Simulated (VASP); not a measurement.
# AlNi3 (Pm-3m) in VASP: settings compared

AlNi3 is run at these levels: LDA, r2SCAN, PBE; tasks: single point.

Program: VASP 6.6.1. These are calculated values, not measurements. Logs are shortened: lines on timing, memory, paths and dates and some standing lists are left out, and cuts for length are marked.

### 1 The cell of the first run

The structure is cubic, space group Pm-3m (No. 221). Conventional cell: a = 3.567 Å, b = 3.567 Å, c = 3.567 Å, α = 90.00°, β = 90.00°, γ = 90.00°. Within 3.3 Å of Al (site symmetry m-3m) lie 12 Ni at 2.52 Å. Ni (site symmetry 4/mmm) has 4 Al at 2.52 Å and 8 Ni at 2.52 Å within 3.3 Å.

### 2 Single point, LDA, collinear spin, ferromagnetic start

Contents of INCAR:

```
  PREC = Accurate
  ENCUT = 520
  EDIFF = 1E-6
  ISMEAR = 0
  SIGMA = 0.1
  LREAL = False
  LASPH = True
  NELM = 150
  ALGO = Normal
  ISIF = 2
  LWAVE = False
  LCHARG = False
  ISPIN = 2
  MAGMOM = 0 0.3 0.3 0.3
  LORBIT = 11
  LMAXMIX = 4
  NBANDS = 28
```

Contents of KPOINTS:

```
Automatic mesh
0
Gamma
  12 12 12
```

Contents of POSCAR:

```
AlNi3
1.0
    3.5666788946      0.0000000000      0.0000000000
    0.0000000000      3.5666788946      0.0000000000
    0.0000000000      0.0000000000      3.5666788946
Al Ni
1 3
Direct
    0.0000000000      0.0000000000      0.0000000000
    0.0000000000      0.5000000000      0.5000000000
    0.5000000000      0.0000000000      0.5000000000
    0.5000000000      0.5000000000      0.0000000000
```

Potentials or basis: VASP PAW LDA potentials, release 64 (Al, Ni).

The run is started by

```console
cat potpaw_LDA.64/Al/POTCAR potpaw_LDA.64/Ni/POTCAR > POTCAR
mpirun -np 1 vasp_std > vasp.out
```

OUTCAR:

```text
PREC = Accurate
   ENCUT = 520
   EDIFF = 1E-6
   ISMEAR = 0
   LREAL = False
   LASPH = True
   NELM = 150
   ISIF = 2
   ISPIN = 2
   LORBIT = 11

 ion  position               nearest neighbor table
   1  0.000  0.000  0.000-   2 2.52   3 2.52   4 2.52   2 2.52   3 2.52   2 2.52   4 2.52   2 2.52
                             3 2.52   4 2.52   3 2.52   4 2.52
   2  0.000  0.500  0.500-   1 2.52   3 2.52   4 2.52   1 2.52   4 2.52   1 2.52   3 2.52   1 2.52
                             3 2.52   4 2.52   4 2.52   3 2.52
   3  0.500  0.000  0.500-   1 2.52   2 2.52   4 2.52   1 2.52   4 2.52   2 2.52   4 2.52   4 2.52
                             1 2.52   2 2.52   1 2.52   2 2.52
   4  0.500  0.500  0.000-   1 2.52   2 2.52   3 2.52   2 2.52   3 2.52   1 2.52   3 2.52   3 2.52
                             1 2.52   2 2.52   2 2.52   1 2.52

  LATTYP: Found a simple cubic cell.
 ALAT       =     3.5666788946

  Lattice vectors:

 A1 = (   3.5666788946,   0.0000000000,   0.0000000000)
 A2 = (   0.0000000000,   3.5666788946,   0.0000000000)
 A3 = (   0.0000000000,   0.0000000000,   3.5666788946)

Analysis of symmetry for initial positions (statically):
=====================================================================
 Subroutine PRICEL returns:
 Original cell was already a primitive cell.

 Routine SETGRP: Setting up the symmetry group for a
 simple cubic supercell.

 Subroutine GETGRP returns: Found 48 space group operations
 (whereof 48 operations were pure point group operations)
 out of a pool of 48 trial point group operations.

The static configuration has the point symmetry O_h .

Analysis of symmetry for dynamics (positions and initial velocities):
=====================================================================
 Subroutine PRICEL returns:
 Original cell was already a primitive cell.

 Routine SETGRP: Setting up the symmetry group for a
 simple cubic supercell.

 Subroutine GETGRP returns: Found 48 space group operations
 (whereof 48 operations were pure point group operations)
 out of a pool of 48 trial point group operations.

The dynamic configuration has the point symmetry O_h .

Analysis of structural, dynamic, and magnetic symmetry:
=====================================================================
 Subroutine PRICEL returns:
 Original cell was already a primitive cell.

 Routine SETGRP: Setting up the symmetry group for a
 simple cubic supercell.

 Subroutine GETGRP returns: Found 48 space group operations
 (whereof 48 operations were pure point group operations)
 out of a pool of 48 trial point group operations.

The overall configuration has the point symmetry O_h .

 Subroutine INISYM returns: Found 48 space group operations
 (whereof 48 operations are pure point group operations),
 and found     1 'primitive' translations

----------------------------------------------------------------------------------------

                                     Primitive cell

  volume of cell :      45.3724

  direct lattice vectors                    reciprocal lattice vectors
     3.566678895  0.000000000  0.000000000     0.280372871  0.000000000  0.000000000
     0.000000000  3.566678895  0.000000000     0.000000000  0.280372871  0.000000000
     0.000000000  0.000000000  3.566678895     0.000000000  0.000000000  0.280372871

  length of vectors
     3.566678895  3.566678895  3.566678895     0.280372871  0.280372871  0.280372871

  position of ions in fractional coordinates (direct lattice)
     0.000000000  0.000000000  0.000000000
     0.000000000  0.500000000  0.500000000
     0.500000000  0.000000000  0.500000000
     0.500000000  0.500000000  0.000000000

  ion indices of the primitive-cell ions
   primitive index   ion index
                 1           1
                 2           2
                 3           3
                 4           4

----------------------------------------------------------------------------------------

 KPOINTS: Automatic mesh

Automatic generation of k-mesh.
 Grid dimensions read from file:
 generate k-points for:   12   12   12

 Generating k-lattice:

  Cartesian coordinates                     Fractional coordinates (reciprocal lattice)
     0.023364406  0.000000000  0.000000000     0.083333333  0.000000000  0.000000000
     0.000000000  0.023364406  0.000000000     0.000000000  0.083333333  0.000000000
     0.000000000  0.000000000  0.023364406     0.000000000  0.000000000  0.083333333

  Length of vectors
     0.023364406  0.023364406  0.023364406

  Shift w.r.t. Gamma in fractional coordinates (k-lattice)
     0.000000000  0.000000000  0.000000000

 Subroutine IBZKPT returns following result:
 ===========================================

 Found     84 irreducible k-points:

 Following reciprocal coordinates:
            Coordinates               Weight
  0.000000  0.000000  0.000000      1.000000
  0.083333  0.000000  0.000000      6.000000
  0.166667  0.000000  0.000000      6.000000
  0.250000  0.000000  0.000000      6.000000
  0.333333  0.000000  0.000000      6.000000
  0.416667  0.000000  0.000000      6.000000
[... 16 lines left out ...]
  0.333333  0.333333  0.000000     12.000000
  0.416667  0.333333  0.000000     24.000000
 [... further k-points ...]
   k-points           NKPTS =     84   k-points in BZ     NKDIM =     84   number of bands    NBANDS=     28
   number of dos      NEDOS =    301   number of ions     NIONS =      4
   total plane-waves  NPLWV =  21952
   dimension x,y,z NGX =    28 NGY =   28 NGZ =   28
   dimension x,y,z NGXF=    56 NGYF=   56 NGZF=   56
   ions per type =               1   3
   NGX,Y,Z   is equivalent  to a cutoff of  13.05, 13.05, 13.05 a.u.
   NGXF,Y,Z  is equivalent  to a cutoff of  26.10, 26.10, 26.10 a.u.
 SYSTEM =  unknown system
   PREC   = accura    normal or accurate (medium, high low for compatibility)
   ISTART =      0    job   : 0-new  1-cont  2-samecut
   ICHARG =      2    charge: 1-file 2-atom 10-const
   ISPIN  =      2    spin polarized calculation?
   LNONCOLLINEAR =      F non collinear calculations
   LSORBIT =      F    spin-orbit coupling
   LASPH  =      T    aspherical Exc in radial PAW
   ENCUT  =  520.0 eV  38.22 Ry    6.18 a.u.   6.63  6.63  6.63*2*pi/ulx,y,z
   NELM   =    150;   NELMIN=  2; NELMDL= -5     # of ELM steps
   EDIFF  = 0.1E-05   stopping-criterion for ELM
   LREAL  =      F    real-space projection
   EDIFFG = 0.1E-04   stopping-criterion for IOM
   NSW    =      0    number of steps for IOM
   IBRION =     -1    ionic relax: 0-MD 1-quasi-New 2-CG
   NFREE  =      0    steps in history (QN), initial steepest desc. (CG)
   ISIF   =      2    stress and relaxation
   ISYM   =      2    0-nonsym 1-usesym 2-fastsym
   POTIM  = 0.5000    time-step for ionic-motion
   TEBEG  =    0.0;   TEEND  =   0.0 temperature during run
   PSTRESS=    0.0 pullay stress
   NELECT =      33.0000    total number of electrons
   NUPDOWN=      -1.0000    fix difference up-down
   EMIN   =  10.00;   EMAX   =-10.00  energy-range for DOS
   EFERMI =   0.00;   METHOD = LEGACY
   ISMEAR =     0;   SIGMA  =   0.10  broadening in eV -4-tet -1-fermi 0-gaus
   EFERMI_NEDOS =   21; number of points for ismear=-14 and -15
   IALGO  =     38    algorithm
   IMIX   =      4    mixing-type and parameters
     AMIX     =   0.40;   BMIX     =  1.00
     AMIX_MAG =   1.60;   BMIX_MAG =  1.00
  volume/ion in A,a.u.               =      11.34        76.55
  Fermi-wavevector in a.u.,A,eV,Ry     =   1.472252  2.782153 29.490978  2.167526
  Thomas-Fermi vector in A             =   2.587289
   LORBIT       =     11    0 simple, 1 ext, 2 COOP (PROOUT), +10 PAW based schemes
   GGA     = CA    functional components
   LHFCALC =     F    Hartree Fock is set to
   AEXX    =    0.0000 exact exchange contribution
   IVDW    =     0    specifies the selected vdW correction
   LEPSILON=     F    determine dielectric tensor
   LRPA    =     F    only Hartree local field effects (RPA)
 spin polarized calculation
 Gauss-broadening in eV      SIGMA  =   0.10
  energy-cutoff  :      520.00
  volume of cell :       45.37
 maximum number of plane-waves:      1240
 NGX is ok and might be reduce to    28
   NGX = 13   NGY = 13   NGZ = 13

 number of electron      33.0000019 magnetization       0.5129622

 Free energy of the ion-electron system (eV)
  ---------------------------------------------------
  ext. energy  EPLUGINS =         0.00000000
  ---------------------------------------------------
  free energy    TOTEN  =       -25.69633438 eV

  energy without entropy =      -25.67341168  energy(sigma->0) =      -25.68487303

 E-fermi :   9.1020     XC(G=0): -12.9565

 val. band max:        9.0998707162   @ k =   0.5000   0.1667   0.1667
 cond. band min:       9.1026957496   @ k =   0.0000   0.0000   0.0000
 fundamental gap:      0.0028250333
 Fermi energy:         9.1020452317

 spin component 1

 k-point     1 :       0.0000    0.0000    0.0000
  band No.  band energies     occupation
      1      -0.7467      1.00000
      2       4.8887      1.00000
      3       5.5559      1.00000
      4       5.5559      1.00000
      5       5.9114      1.00000
      6       5.9114      1.00000
[... 733 lines left out ...]
     27      22.4795      0.00000
     28      22.7872      0.00000

 [... further k-points ...]

 spin component 2

 k-point     1 :       0.0000    0.0000    0.0000
  band No.  band energies     occupation
      1      -0.7484      1.00000
      2       4.9691      1.00000
      3       5.6614      1.00000
      4       5.6614      1.00000
      5       6.0818      1.00000
      6       6.0818      1.00000
[... 733 lines left out ...]
     27      22.4835      0.00000
     28      22.8075      0.00000

 [... further k-points ...]

------------------------ aborting loop because EDIFF is reached ----------------------------------------

  FORCE on cell =-STRESS in cart. coord.  units (eV):
  Direction    XX          YY          ZZ          XY          YZ          ZX
  --------------------------------------------------------------------------------------
  -------------------------------------------------------------------------------------
  Total       -3.8208007     -3.8208007     -3.8208007     -0.0000000      0.0000000     -0.0000000
  in kB     -134.9189445   -134.9189445   -134.9189445     -0.0000000      0.0000000     -0.0000000
  external PRESSURE =    -134.9189445 kB  Pullay stress =       0.0000000 kB

 VOLUME and BASIS-vectors are now :
 -----------------------------------------------------------------------------
  energy-cutoff  :      520.00
  volume of cell :       45.37
      direct lattice vectors                 reciprocal lattice vectors
     3.566678895  0.000000000  0.000000000     0.280372871  0.000000000  0.000000000
     0.000000000  3.566678895  0.000000000     0.000000000  0.280372871  0.000000000
     0.000000000  0.000000000  3.566678895     0.000000000  0.000000000  0.280372871

 POSITION                                       TOTAL-FORCE (eV/Angst)
 -----------------------------------------------------------------------------------
      0.00000      0.00000      0.00000         0.000000      0.000000      0.000000
      0.00000      1.78334      1.78334         0.000000      0.000000      0.000000
      1.78334      0.00000      1.78334         0.000000      0.000000      0.000000
      1.78334      1.78334      0.00000         0.000000      0.000000      0.000000
 -----------------------------------------------------------------------------------
    total drift:                                0.000000      0.000000      0.000000

  FREE ENERGIE OF THE ION-ELECTRON SYSTEM (eV)
  ---------------------------------------------------
  free  energy   TOTEN  =       -25.6963343829 eV

  energy  without entropy=      -25.6734116816  energy(sigma->0) =      -25.68487303

 total charge

# of ion       s       p       d       tot
------------------------------------------
    1        0.411   0.392   0.000   0.803
    2        0.494   0.509   8.396   9.399
    3        0.494   0.509   8.396   9.399
    4        0.494   0.509   8.396   9.399
--------------------------------------------------
tot          1.892   1.918  25.188  28.999

 magnetization (x)

# of ion       s       p       d       tot
------------------------------------------
    1       -0.000  -0.005   0.000  -0.005
    2       -0.002  -0.004   0.185   0.179
    3       -0.002  -0.004   0.185   0.179
    4       -0.002  -0.004   0.185   0.179
--------------------------------------------------
tot         -0.005  -0.018   0.556   0.533
```

Wall time 3.6 min (1 thread of Intel Xeon 8259CL, shared host); peak memory 0.26 GiB.

Results:

```yaml
Free_energy: -25.6963 eV
Pressure: -13.5 GPa
Net_moment: 0.51 μB per cell
Site_moments: Al -0.01; Ni +0.18 μB
Valence_electrons_inside_the_program's_atomic_spheres: Al 0.80; Ni 9.40
```

Levels at points of the mesh, in eV from the Fermi level:
Spin up:
```tsv
k point	band 15	band 16	band 17	band 18	band 19	band 20
(0.00, 0.00, 0.00)	0.03	0.03	0.92	0.92	0.92	6.60
(0.50, 0.00, 0.00)	-0.96	-0.42	0.03	5.52	5.52	5.61
(0.50, 0.50, 0.00)	-0.89	-0.87	-0.50	0.92	0.92	8.13
(0.50, 0.50, 0.50)	-0.99	-0.15	-0.15	-0.15	-0.09	3.38
```
Spin down:
| k point | band 12 | band 13 | band 14 | band 15 | band 16 | band 17 | band 18 | band 19 | band 20 | band 21 |
| --- | --- | --- | --- | --- | --- | --- | --- | --- | --- | --- |
| (0.00, 0.00, 0.00) | -0.34 | 0.00 | 0.27 | 0.27 | 0.27 | 0.91 | 0.91 | 0.91 | 6.67 | 6.67 |
| (0.50, 0.00, 0.00) | -0.95 | -0.94 | -0.94 | -0.80 | -0.27 | 0.28 | 5.56 | 5.56 | 5.66 | 5.66 |
| (0.50, 0.50, 0.00) | -1.08 | -1.08 | -1.02 | -0.75 | -0.64 | -0.40 | 1.10 | 1.10 | 8.16 | 8.22 |
| (0.50, 0.50, 0.50) | -1.08 | -1.08 | -0.86 | -0.86 | -0.08 | 0.06 | 0.06 | 0.06 | 3.46 | 4.18 |

Caveat: the cell stands under tension.

### 3 Single point, r2SCAN, collinear spin, ferromagnetic start

POSCAR is that of step 2.

Contents of INCAR.step1:

```
PREC = Accurate ; ENCUT = 520
ISMEAR = 0 ; SIGMA = 0.1
LREAL = F ; LASPH = T
NELM = 150 ; ISPIN = 2
MAGMOM = 0 2 2 2 ; LMAXMIX = 4
NBANDS = 28 ; GGA = PE
ALGO = Normal ; EDIFF = 1E-4
LWAVE = T ; LCHARG = F
```

Contents of INCAR.step2:

```
PREC = Accurate ; ENCUT = 520
EDIFF = 1E-7 ; ISMEAR = 0
SIGMA = 0.1 ; LREAL = F
LASPH = T ; NELM = 150
ALGO = Normal ; ISIF = 2
LWAVE = F ; LCHARG = T
ISPIN = 2 ; MAGMOM = 0 2 2 2
LORBIT = 11 ; LMAXMIX = 4
METAGGA = R2SCAN ; LMIXTAU = T
LELF = T ; LVHAR = T
NBANDS = 28 ; ISTART = 1
```

KPOINTS is that of step 2.

Potentials or basis: VASP PAW PBE potentials, release 64 (Al, Ni).

The run is started by

```console
cat potpaw_PBE.64/Al/POTCAR potpaw_PBE.64/Ni/POTCAR > POTCAR
cp INCAR.step1 INCAR
mpirun -np 1 vasp_std > vasp.out
cp INCAR.step2 INCAR
mpirun -np 1 vasp_std > vasp.out
```

Wall time 7.9 min (1 thread of Intel Xeon 8259CL, shared host); peak memory 0.29 GiB.

The run converged. Its results:

```
Free energy                                           : -44.2778 eV
Pressure                                              : -6.3 GPa
Net moment                                            : 0.90 μB per cell
Site moments                                          : Al -0.02; Ni +0.34 μB
Valence electrons inside the program's atomic spheres : Al 0.81; Ni 9.42
```

Levels at points of the mesh, in eV from the Fermi level:
Spin up:
```tsv
k point	band 15	band 16	band 17	band 18	band 19	band 20
(0.00, 0.00, 0.00)	-0.44	-0.44	0.86	0.86	0.86	6.60
(0.50, 0.00, 0.00)	-1.31	-0.80	-0.44	5.61	5.61	5.70
(0.50, 0.50, 0.00)	-1.33	-1.22	-0.79	0.57	0.57	8.37
(0.50, 0.50, 0.50)	-1.33	-0.58	-0.58	-0.58	-0.25	3.48
```
Spin down:
| k point | band 12 | band 13 | band 14 | band 15 | band 16 | band 17 | band 18 | band 19 | band 20 | band 21 |
| --- | --- | --- | --- | --- | --- | --- | --- | --- | --- | --- |
| (0.00, 0.00, 0.00) | -0.64 | -0.03 | 0.48 | 0.48 | 0.48 | 0.69 | 0.69 | 0.69 | 6.76 | 6.76 |
| (0.50, 0.00, 0.00) | -1.29 | -0.94 | -0.91 | -0.91 | -0.52 | 0.48 | 5.68 | 5.68 | 5.72 | 5.72 |
| (0.50, 0.50, 0.00) | -1.34 | -1.33 | -1.22 | -0.92 | -0.58 | -0.47 | 1.15 | 1.15 | 8.40 | 8.40 |
| (0.50, 0.50, 0.50) | -1.42 | -1.42 | -1.02 | -1.02 | -0.40 | 0.18 | 0.18 | 0.18 | 3.63 | 4.37 |

Caveat: the cell stands under tension; the PAW data sets were made with another functional, which shifts forces and pressure a little.

(Part 1 of 2 ends here.)
